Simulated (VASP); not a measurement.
Ti3Se:

```
Se Ti
1.0
     3.19745    0.00000    0.00000
    -1.59872    2.76907    0.00000
     0.00000    0.00000    7.94275
Se Ti
1 3
Direct
  0.00000 0.00000 0.00000
  0.66667 0.33333 0.50000
  0.33333 0.66667 0.77290
  0.33333 0.66667 0.22710
```

Base run:

* Program: VASP 6.6.1
* Functional: PBE
* Potentials or basis: VASP PAW PBE potentials, release 64 (Se, Ti_sv)
* Cutoff: 520 eV
* k mesh: 10 × 10 × 4
* Occupations: fermi-dirac, width 0.05 eV
* Spin: no spin polarisation
* Hubbard terms: Ti d U = 5.0 eV

Its results: band gap on the k mesh zero (bands 21 and 22 overlap by 0.78 eV); pressure 8.2 GPa; largest force 0.045 eV/Å.

Question: After a change of settings the same cell gave: band gap on the k mesh zero (bands 21 and 22 overlap by 0.75 eV); pressure 6.6 GPa; largest force 0.024 eV/Å. Which change was it?
A. hubbard terms from Ti d U = 5.0 eV to Ti d U = 4.0 eV
B. hubbard terms from Ti d U = 5.0 eV to Ti d U = 1.0 eV; further incar settings from ALGO = Normal; EDIFF = 1e-06; NBANDS = 29 to ALGO = Normal; EDIFF = 1e-07; NBANDS = 29
C. hubbard terms from Ti d U = 5.0 eV to Ti d U = 6.0 eV
D. functional from PBE to PBEsol; hubbard terms from Ti d U = 5.0 eV to Ti d U = 6.0 eV

Answer: A.

Caveats: the cell stands under pressure; U without spin polarisation on a metal has little footing.
